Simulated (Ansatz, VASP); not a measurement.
## Al36H: VASP beside Ansatz

The input INCAR:

```
SYSTEM = Al36H
ALGO     = Normal         ! electronic algorithm
DIPOL    = 0.5 0.5 0.379
EDIFF    = 1E-6           ! SCF threshold, eV
ENCUT    = 520            ! plane-wave cutoff, eV
GGA      = PE             ! functional
IDIPOL   = 3            
ISIF     = 2              ! what is computed and relaxed
ISMEAR   = 0              ! smearing method
IVDW     = 12             ! dispersion correction
LASPH    = .True.         ! aspherical terms in the spheres
LCHARG   = .False.        ! write CHGCAR
LDIPOL   = .True.       
LREAL    = Auto         
LWAVE    = .False.        ! write WAVECAR
NBANDS   = 78             ! bands
NELM     = 80             ! most SCF steps
PREC     = Accurate       ! precision mode
SIGMA    = 0.1            ! smearing width, eV
```

KPOINTS

```
k-points
0
Gamma
  6 6 1
  0 0 0
```

Contents of POSCAR:

```
Al36H
1.0
    5.6288445221      0.0000000000      0.0000000000
   -2.8144222610      4.8747223501      0.0000000000
    0.0000000000      0.0000000000     35.8073562139
Al H
36 1
Direct
    0.1666666667      0.3333333333      0.1117088895
    0.1666666667      0.8333333333      0.1117088895
    0.6666666667      0.3333333333      0.1117088895
    0.6666666667      0.8333333333      0.1117088895
    0.0000000000      0.0000000000      0.1762280837
    0.0000000000      0.5000000000      0.1762280837
    0.5000000000      0.0000000000      0.1762280837
    0.5000000000      0.5000000000      0.1762280837
    0.3333333333      0.1666666667      0.2407472780
    0.3333333333      0.6666666667      0.2407472780
    0.8333333333      0.1666666667      0.2407472780
    0.8333333333      0.6666666667      0.2407472780
    0.0000000000      0.0000000000      0.3052664723
    0.0000000000      0.5000000000      0.3052664723
    0.5000000000      0.0000000000      0.3052664723
    0.5000000000      0.5000000000      0.3052664723
    0.1666666667      0.3333333333      0.3692823671
    0.1666666667      0.8333333333      0.3692823671
    0.6666666667      0.3333333333      0.3692823671
    0.6666666667      0.8333333333      0.3692823671
    0.0000000000      0.0000000000      0.4332765596
    0.0000000000      0.5000000000      0.4332765596
    0.5000000000      0.0000000000      0.4332765596
    0.5000000000      0.5000000000      0.4332765596
    0.3333333333      0.1666666667      0.4981718464
    0.3333333333      0.6666666667      0.4981718464
    0.8333333333      0.1666666667      0.4981718464
    0.8333333333      0.6666666667      0.4981718464
    0.0000000000      0.0000000000      0.5626837009
    0.0000000000      0.5000000000      0.5626837009
    0.5000000000      0.0000000000      0.5626837009
    0.5000000000      0.5000000000      0.5626837009
    0.1666666667      0.3333333333      0.6285679423
    0.1666666667      0.8333333333      0.6285679423
    0.6666666667      0.3333333333      0.6285679423
    0.6666666667      0.8333333333      0.6285679423
    0.1666666667      0.5833333333      0.7207277762
```

Input for Ansatz:

```yaml
crystal:
  lattice:
    - [5.6288445221, 0.0, 0.0]
    - [-2.814422261, 4.8747223501, 0.0]
    - [0.0, 0.0, 35.8073562139]
  atoms:
    - { symbol: Al, position: [0.1666666667, 0.3333333333, 0.1117088895] }
    - { symbol: Al, position: [0.1666666667, 0.8333333333, 0.1117088895] }
    - { symbol: Al, position: [0.6666666667, 0.3333333333, 0.1117088895] }
    - { symbol: Al, position: [0.6666666667, 0.8333333333, 0.1117088895] }
    - { symbol: Al, position: [0.0, 0.0, 0.1762280837] }
    - { symbol: Al, position: [0.0, 0.5, 0.1762280837] }
    - { symbol: Al, position: [0.5, 0.0, 0.1762280837] }
    - { symbol: Al, position: [0.5, 0.5, 0.1762280837] }
    - { symbol: Al, position: [0.3333333333, 0.1666666667, 0.240747278] }
    - { symbol: Al, position: [0.3333333333, 0.6666666667, 0.240747278] }
    - { symbol: Al, position: [0.8333333333, 0.1666666667, 0.240747278] }
    - { symbol: Al, position: [0.8333333333, 0.6666666667, 0.240747278] }
    - { symbol: Al, position: [0.0, 0.0, 0.3052664723] }
    - { symbol: Al, position: [0.0, 0.5, 0.3052664723] }
    - { symbol: Al, position: [0.5, 0.0, 0.3052664723] }
    - { symbol: Al, position: [0.5, 0.5, 0.3052664723] }
    - { symbol: Al, position: [0.1666666667, 0.3333333333, 0.3692823671] }
    - { symbol: Al, position: [0.1666666667, 0.8333333333, 0.3692823671] }
    - { symbol: Al, position: [0.6666666667, 0.3333333333, 0.3692823671] }
    - { symbol: Al, position: [0.6666666667, 0.8333333333, 0.3692823671] }
    - { symbol: Al, position: [0.0, 0.0, 0.4332765596] }
    - { symbol: Al, position: [0.0, 0.5, 0.4332765596] }
    - { symbol: Al, position: [0.5, 0.0, 0.4332765596] }
    - { symbol: Al, position: [0.5, 0.5, 0.4332765596] }
    - { symbol: Al, position: [0.3333333333, 0.1666666667, 0.4981718464] }
    - { symbol: Al, position: [0.3333333333, 0.6666666667, 0.4981718464] }
    - { symbol: Al, position: [0.8333333333, 0.1666666667, 0.4981718464] }
    - { symbol: Al, position: [0.8333333333, 0.6666666667, 0.4981718464] }
    - { symbol: Al, position: [0.0, 0.0, 0.5626837009] }
    - { symbol: Al, position: [0.0, 0.5, 0.5626837009] }
    - { symbol: Al, position: [0.5, 0.0, 0.5626837009] }
    - { symbol: Al, position: [0.5, 0.5, 0.5626837009] }
    - { symbol: Al, position: [0.1666666667, 0.3333333333, 0.6285679423] }
    - { symbol: Al, position: [0.1666666667, 0.8333333333, 0.6285679423] }
    - { symbol: Al, position: [0.6666666667, 0.3333333333, 0.6285679423] }
    - { symbol: Al, position: [0.6666666667, 0.8333333333, 0.6285679423] }
    - { symbol: H, position: [0.1666666667, 0.5833333333, 0.7207277762] }
basis:
  ecutwfc: 420
kpoints:
  mp_grid: { grid: [6, 6, 1] }
hamiltonian:
  xc: pbe
  pseudopotentials: { kind: paw, azcp: { folder: soft_1 } }
  dispersion: d3bj
scf:
  occupations: { method: gaussian, width: 0.1 }
output:
  forces: true
  eigenvalues: true
efield:
  axis: 3
  dipole_correction: true
  ramp_width: 0.04
```

Alike in both runs: task single point; functional PBE; dispersion D3(BJ); k mesh 6 × 6 × 1; occupations gaussian, width 0.1 eV; no spin polarisation.

```csv
,VASP,Ansatz
version,VASP 6.6.1,Ansatz 0.2.0
potentials or method,"VASP PAW PBE potentials, release 64 (Al, H), cutoff 520 eV","scalar-relativistic, plane waves, PAW"
valence electrons in the cell,109,109
```

Ansatz gave:

- gap on the k mesh at the Fermi level (eV): none
- rms of the force components (eV/Å): 0.087

Estimate VASP's values.

gap on the k mesh at the Fermi level (eV): none; rms of the force components (eV/Å): 0.086.

Atom by atom the forces differ by 0.001 eV/Å (rms over components). A gap of «none» marks a metal or a gap that the smearing closes.
